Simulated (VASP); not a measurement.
Input of a VASP 6.6.1 run:

File INCAR:

```
  PREC = Accurate
  ENCUT = 600
  EDIFF = 1E-6
  ISMEAR = 0
  SIGMA = 0.1
  LREAL = False
  LASPH = True
  NELM = 80
  ALGO = Normal
  ISIF = 3
  LWAVE = False
  LCHARG = False
  GGA = PE
  IBRION = 2
  NSW = 90
  EDIFFG = -0.04
```

Contents of KPOINTS:

```
Automatic mesh
0
Gamma
  6 6 6
```

The input POSCAR:

```
ZrC
1.0
    0.0000000000      2.3522004631      2.3522004631
    2.3522004631      0.0000000000      2.3522004631
    2.3522004631      2.3522004631      0.0000000000
Zr C
1 1
Direct
    0.0000000000      0.0000000000      0.0000000000
    0.5000000000      0.5000000000      0.5000000000
```

Potentials or basis: VASP PAW PBE potentials, release 64 (Zr_sv, C).

Run with:

```bash
$ cat potpaw_PBE.64/Zr_sv/POTCAR potpaw_PBE.64/C/POTCAR > POTCAR
$ mpirun -np 1 vasp_std > vasp.out
```

Question: What does it give for the band gap on the k mesh?

Answer: Zero (bands 8 and 9 overlap by 1.20 eV).

Question: What does it give for the relaxed cell?

Answer: a = 3.331 Å, b = 3.331 Å, c = 3.331 Å, α = 60.00°, β = 60.00°, γ = 60.00°.

Final structure:
```
Zr C
1.0
     0.00000    2.35512    2.35512
     2.35512    0.00000    2.35512
     2.35512    2.35512    0.00000
Zr C
1 1
Cartesian
  0.0000 0.0000 0.0000
  2.3551 2.3551 2.3551
```

Caveat: the k points lie up to 0.39 Å⁻¹ apart in the final cell, too coarse for converged energies and pressures of a metal.
